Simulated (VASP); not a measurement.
# Ti3SiN3 in VASP: further runs

Runs on Ti3SiN3. Level: PBE. Tasks: single point, relaxation of the atoms.

All numbers are computed with VASP 6.6.1; they aren't measurements. Logs are shortened: lines on timing, memory, paths and dates and some standing lists are left out, and cuts for length are marked.

### Step 1. The cell of the first run

The cell holds a slab with vacuum, 7 atoms: a = 3.003 Å, b = 3.003 Å, c = 21.554 Å, α = 90.00°, β = 90.00°, γ = 120.00°.

### Step 2. Single point, PBE

INCAR

```
PREC = Accurate
ENCUT = 520
EDIFF = 1E-6
ISMEAR = 0
SIGMA = 0.1
LREAL = F
LASPH = T
NELM = 60
ALGO = Normal
ISIF = 2
LWAVE = F
LCHARG = F
LDIPOL = T
IDIPOL = 3
DIPOL = 0.5 0.5 0.362
GGA = PE
NBANDS = 36
```

KPOINTS

```
Automatic mesh
0
Gamma
  9 9 1
```

POSCAR

```
Ti3SiN3
1.0
    3.0028555065      0.0000000000      0.0000000000
   -1.5014277533      2.6005491526      0.0000000000
    0.0000000000      0.0000000000     21.5541471922
N Ti Si
3 3 1
Direct
    0.3333333333      0.6666666666      0.1855791354
    0.0000000000      0.0000000000      0.2993308525
    0.6666666667      0.3333333334      0.4147299352
    0.6666666667      0.3333333334      0.2424549940
    0.3333333333      0.6666666666      0.3575097830
    0.0000000000      0.0000000000      0.4664599858
    0.0000000000      0.5000000000      0.5697871941
```

Potentials or basis: VASP PAW PBE potentials, release 64 (N, Ti_sv, Si).

Command:

```console
cat potpaw_PBE.64/N/POTCAR potpaw_PBE.64/Ti_sv/POTCAR potpaw_PBE.64/Si/POTCAR > POTCAR
mpirun -np 1 vasp_std > vasp.out
```

OUTCAR:

```text
PREC = Accurate
   ENCUT = 520
   EDIFF = 1E-6
   ISMEAR = 0
   LREAL = F
   LASPH = T
   NELM = 60
   ISIF = 2
   GGA = PE

 ion  position               nearest neighbor table
   1  0.333  0.667  0.186-   4 2.12   4 2.12   4 2.12
   2  0.000  0.000  0.299-   4 2.12   4 2.12   4 2.12   5 2.14   5 2.14   5 2.14
   3  0.667  0.333  0.415-   6 2.06   6 2.06   6 2.06   5 2.13   5 2.13   5 2.13
   4  0.667  0.333  0.242-   2 2.12   2 2.12   2 2.12   1 2.12   1 2.12   1 2.12
   5  0.333  0.667  0.358-   3 2.13   3 2.13   3 2.13   2 2.14   2 2.14   2 2.14   6 2.92   6 2.92
                             6 2.92
   6  0.000  0.000  0.466-   3 2.06   3 2.06   3 2.06   7 2.69   7 2.69   5 2.92   5 2.92   5 2.92

   7  0.000  0.500  0.570-   6 2.69   6 2.69

  LATTYP: Found a hexagonal cell.
 ALAT       =     3.0028555065
 C/A-ratio  =     7.1778835663

  Lattice vectors:

 A1 = (   3.0028555065,   0.0000000000,   0.0000000000)
 A2 = (  -1.5014277533,   2.6005491526,   0.0000000000)
 A3 = (   0.0000000000,   0.0000000000,  21.5541471922)

Analysis of symmetry for initial positions (statically):
=====================================================================
 Subroutine PRICEL returns:
 Original cell was already a primitive cell.

 Routine SETGRP: Setting up the symmetry group for a
 hexagonal supercell.

 Subroutine GETGRP returns: Found  2 space group operations
 (whereof  2 operations were pure point group operations)
 out of a pool of 24 trial point group operations.

The static configuration has the point symmetry C_1h.

Analysis of symmetry for dynamics (positions and initial velocities):
=====================================================================
 Subroutine PRICEL returns:
 Original cell was already a primitive cell.

 Routine SETGRP: Setting up the symmetry group for a
 hexagonal supercell.

 Subroutine GETGRP returns: Found  2 space group operations
 (whereof  2 operations were pure point group operations)
 out of a pool of 24 trial point group operations.

The dynamic configuration has the point symmetry C_1h.

 Subroutine INISYM returns: Found  2 space group operations
 (whereof  2 operations are pure point group operations),
 and found     1 'primitive' translations

[... 111 lines left out ...]
   POTIM  = 0.5000    time-step for ionic-motion
   TEBEG  =    0.0;   TEEND  =   0.0 temperature during run
   PSTRESS=    0.0 pullay stress
   NELECT =      55.0000    total number of electrons
   NUPDOWN=      -1.0000    fix difference up-down
   EMIN   =  10.00;   EMAX   =-10.00  energy-range for DOS
   EFERMI =   0.00;   METHOD = LEGACY
   ISMEAR =     0;   SIGMA  =   0.10  broadening in eV -4-tet -1-fermi 0-gaus
   EFERMI_NEDOS =   21; number of points for ismear=-14 and -15
   IALGO  =     38    algorithm
   IMIX   =      4    mixing-type and parameters
     AMIX     =   0.40;   BMIX     =  1.00
     AMIX_MAG =   1.60;   BMIX_MAG =  1.00
  volume/ion in A,a.u.               =      24.05       162.27
  Fermi-wavevector in a.u.,A,eV,Ry     =   1.127593  2.130841 17.299337  1.271465
  Thomas-Fermi vector in A             =   2.264279
   LORBIT       =      0    0 simple, 1 ext, 2 COOP (PROOUT), +10 PAW based schemes
   GGA     = PE    functional components
   LHFCALC =     F    Hartree Fock is set to
   AEXX    =    0.0000 exact exchange contribution
   IVDW    =     0    specifies the selected vdW correction
   LEPSILON=     F    determine dielectric tensor
   LRPA    =     F    only Hartree local field effects (RPA)
 non-spin polarized calculation
 Gauss-broadening in eV      SIGMA  =   0.10
  energy-cutoff  :      520.00
  volume of cell :      168.32
 maximum number of plane-waves:      4581
   NGX = 11   NGY = 11   NGZ = 81

 dipolmoment           0.000000      0.000000      0.029822 electrons x Angstroem

 number of electron      55.0000013 magnetization

 dipolmoment           0.000000      0.000000     -0.124133 electrons x Angstroem

 Free energy of the ion-electron system (eV)
  ---------------------------------------------------
  ext. energy  EPLUGINS =         0.00000000
  ---------------------------------------------------
  free energy    TOTEN  =       -60.07557371 eV

  energy without entropy =      -60.05697458  energy(sigma->0) =      -60.06627414

 E-fermi :   0.5553     XC(G=0):  -6.4118

 val. band max:        0.5397171204   @ k =   0.2222   0.1111   0.0000
 cond. band min:       0.5554626484   @ k =  -0.3333   0.2222   0.0000
 fundamental gap:      0.0157455280
 Fermi energy:         0.5553119806

 k-point     1 :       0.0000    0.0000    0.0000
  band No.  band energies     occupation
      1     -57.0921      2.00000
      2     -56.5161      2.00000
      3     -56.0007      2.00000
      4     -33.5131      2.00000
      5     -33.1503      2.00000
      6     -33.1441      2.00000
[... 925 lines left out ...]
     35       3.4039      0.00000
     36       3.7595      0.00000

 [... further k-points ...]

------------------------ aborting loop because EDIFF is reached ----------------------------------------

 vacuum level on the upper side and lower side of the slab       (xc-potential included)        -1.636         1.225

  FORCE on cell =-STRESS in cart. coord.  units (eV):
  Direction    XX          YY          ZZ          XY          YZ          ZX
  --------------------------------------------------------------------------------------
  -------------------------------------------------------------------------------------
  Total       -3.1955884     -2.6187289     -2.9069712     -0.4995750      0.2246651      0.3891316
  in kB      -30.4180294    -24.9270438    -27.6707524     -4.7553330      2.1385323      3.7040494
  external PRESSURE =     -27.6719418 kB  Pullay stress =       0.0000000 kB

 VOLUME and BASIS-vectors are now :
 -----------------------------------------------------------------------------
  energy-cutoff  :      520.00
  volume of cell :      168.32
      direct lattice vectors                 reciprocal lattice vectors
     3.002855506  0.000000000  0.000000000     0.333016357  0.192267083  0.000000000
    -1.501427753  2.600549153  0.000000000     0.000000000  0.384534166  0.000000000
     0.000000000  0.000000000 21.554147192     0.000000000  0.000000000  0.046394784

 POSITION                                       TOTAL-FORCE (eV/Angst)
 -----------------------------------------------------------------------------------
     -0.00000      1.73370      4.00000         0.007605      0.004391      4.266913
      0.00000      0.00000      6.45182         0.005510      0.003181      1.360494
      1.50143      0.86685      8.93915        -0.134487     -0.077646     -0.349614
      1.50143      0.86685      5.22591         0.003381      0.001952     -5.553054
     -0.00000      1.73370      7.70582        -0.030049     -0.017349     -0.306153
      0.00000      0.00000     10.05415         0.035276      0.020366      0.599163
     -0.75071      1.30027     12.28128         0.112764      0.065104     -0.017750
 -----------------------------------------------------------------------------------
    total drift:                                0.000077      0.000044     -0.000088

  FREE ENERGIE OF THE ION-ELECTRON SYSTEM (eV)
  ---------------------------------------------------
  free  energy   TOTEN  =       -60.0755737106 eV

  energy  without entropy=      -60.0569745774  energy(sigma->0) =      -60.06627414

 vacuum level on the upper side and lower side of the slab         5.683         8.608
```

OSZICAR:

```text
N       E                     dE             d eps       ncg     rms          rms(c)
DAV:   1     0.711243531053E+03    0.71124E+03   -0.28127E+04  1944   0.155E+03
DAV:   2     0.434065465125E+02   -0.66784E+03   -0.64980E+03  1956   0.484E+02
DAV:   3    -0.646633777279E+02   -0.10807E+03   -0.10646E+03  2924   0.172E+02
[... 22 lines left out ...]
DAV:  26    -0.600755573873E+02   -0.33854E-04   -0.12595E-05  2008   0.140E-02    0.545E-03
DAV:  27    -0.600755681775E+02   -0.10790E-04   -0.29384E-06  1432   0.789E-03    0.288E-03
DAV:  28    -0.600755703144E+02   -0.21369E-05   -0.14362E-06  1232   0.565E-03    0.244E-03
DAV:  29    -0.600755730036E+02   -0.26891E-05   -0.78892E-07  1376   0.475E-03    0.169E-03
DAV:  30    -0.600755737106E+02   -0.70702E-06   -0.30181E-07  1140   0.288E-03
   1 F= -.60075574E+02 E0= -.60066274E+02  d E =-.185991E-01
```

Run time: 2.1 min. Hardware: 1 thread of Intel Xeon 6975P-C (Granite Rapids), shared host; peak memory 0.36 GiB.

Results:

```yaml
Free_energy: -60.0756 eV
Largest_force: 5.553 eV/Å
Band_gap_on_the_k_mesh: zero (an odd number of electrons rules out a gap without spin polarisation)
```

Forces on the atoms (eV/Å):
```
N    0.008  0.004  4.267
N    0.006  0.003  1.360
N   -0.134 -0.078 -0.350
Ti   0.003  0.002 -5.553
Ti  -0.030 -0.017 -0.306
Ti   0.035  0.020  0.599
Si   0.113  0.065 -0.018
```

### Step 3. Single point, PBE

INCAR, as its differences from that of step 2:

```diff
@@ -7,3 +7,3 @@
 LASPH = T
-NELM = 60
+NELM = 100
 ALGO = Normal
@@ -14,3 +14,3 @@
 IDIPOL = 3
-DIPOL = 0.5 0.5 0.362
+DIPOL = 0.5 0.5 0.363
 GGA = PE
```

KPOINTS is that of step 2.

POSCAR

```
Ti3SiN3
1.0
    3.0028555065      0.0000000000      0.0000000000
   -1.5014277533      2.6005491526      0.0000000000
    0.0000000000      0.0000000000     21.5541471922
N Ti Si
3 3 1
Direct
    0.3333333333      0.6666666667      0.1855791354
    0.0000000000      0.0000000000      0.2993308525
    0.6666666667      0.3333333333      0.4147299352
    0.6666666667      0.3333333333      0.2424549940
    0.3333333333      0.6666666667      0.3575097830
    0.0000000000      0.0000000000      0.4664599858
    0.1666666666      0.3333333333      0.5762467064
```

Potentials or basis: VASP PAW PBE potentials, release 64 (N, Ti_sv, Si).

Command:

```console
cat potpaw_PBE.64/N/POTCAR potpaw_PBE.64/Ti_sv/POTCAR potpaw_PBE.64/Si/POTCAR > POTCAR
mpirun -np 1 vasp_std > vasp.out
```

Run time: 2.3 min. Hardware: 1 thread of Intel Xeon 6975P-C (Granite Rapids), shared host; peak memory 0.36 GiB.

The run converged. Its results:

```
Free energy            : -59.7988 eV
Largest force          : 5.490 eV/Å
Band gap on the k mesh : zero (an odd number of electrons rules out a gap without spin polarisation)
```

Forces in eV/Å, atoms in the order of the input:
```
N    0.000  0.004  4.225
N    0.000  0.008  1.306
N    0.000 -0.226 -0.129
Ti   0.000 -0.006 -5.490
Ti   0.000 -0.011 -0.262
Ti   0.000 -0.479  0.326
Si   0.000  0.710  0.025
```

Levels at points of the mesh, in eV from the Fermi level:
| k point | band 25 | band 26 | band 27 | band 28 | band 29 | band 30 | band 31 | band 32 |
| --- | --- | --- | --- | --- | --- | --- | --- | --- |
| (0.00, 0.00, 0.00) | -0.25 | -0.25 | 0.33 | 0.34 | 0.48 | 1.55 | 1.57 | 1.78 |

### Step 4. Single point, PBE

INCAR

```
SYSTEM = Ti3SiN3
PREC = Accurate
ENCUT = 520
EDIFF = 1E-6
ISMEAR = 0
SIGMA = 0.1
LREAL = .False.
LASPH = .True.
NELM = 80
ALGO = Normal
ISIF = 2
LWAVE = .False.
LCHARG = .True.
LDIPOL = .True.
IDIPOL = 3
DIPOL = 0.5 0.5 0.363
GGA = PE
LELF = .True.
LVHAR = .True.
LVACPOTAV = .True.
NBANDS = 36
```

KPOINTS

```
Automatic mesh
0
Gamma
  9 9 1
  0 0 0
```

POSCAR

```
Ti3SiN3
1.0
    3.0028555065      0.0000000000      0.0000000000
   -1.5014277533      2.6005491526      0.0000000000
    0.0000000000      0.0000000000     21.5541471922
N Ti Si
3 3 1
Direct
    0.3333333333      0.6666666666      0.1855791354
    0.0000000000      0.0000000000      0.2993308525
    0.6666666667      0.3333333334      0.4147299352
    0.6666666667      0.3333333334      0.2424549940
    0.3333333333      0.6666666666      0.3575097830
    0.0000000000      0.0000000000      0.4664599858
    0.3333333333      0.1666666666      0.5763929561
```

Command:

```console
cat potpaw_PBE.64/N/POTCAR potpaw_PBE.64/Ti_sv/POTCAR potpaw_PBE.64/Si/POTCAR > POTCAR
mpirun -np 1 vasp_std > vasp.out
```

Run time: 2.2 min. Hardware: 1 thread of Intel Xeon 6975P-C (Granite Rapids), shared host; peak memory 0.36 GiB.

Results (log left out):

| Quantity | Value |
| --- | --- |
| Free energy | -59.7585 eV |
| Largest force | 5.509 eV/Å |
| Band gap on the k mesh | zero (an odd number of electrons rules out a gap without spin polarisation) |

Forces on the atoms (eV/Å):
```
N   -0.002 -0.001  4.238
N    0.004  0.002  1.321
N   -0.068 -0.040 -0.215
Ti  -0.003 -0.002 -5.509
Ti  -0.005 -0.003 -0.304
Ti  -0.445 -0.257  0.448
Si   0.519  0.300  0.020
```

Levels at points of the mesh, in eV from the Fermi level:
```
           k point  band 26  band 27  band 28  band 29  band 30  band 31
(0.00, 0.00, 0.00)    -0.26     0.31     0.31     0.46     1.52     1.53
```

(Continued in part 2 of 2.)
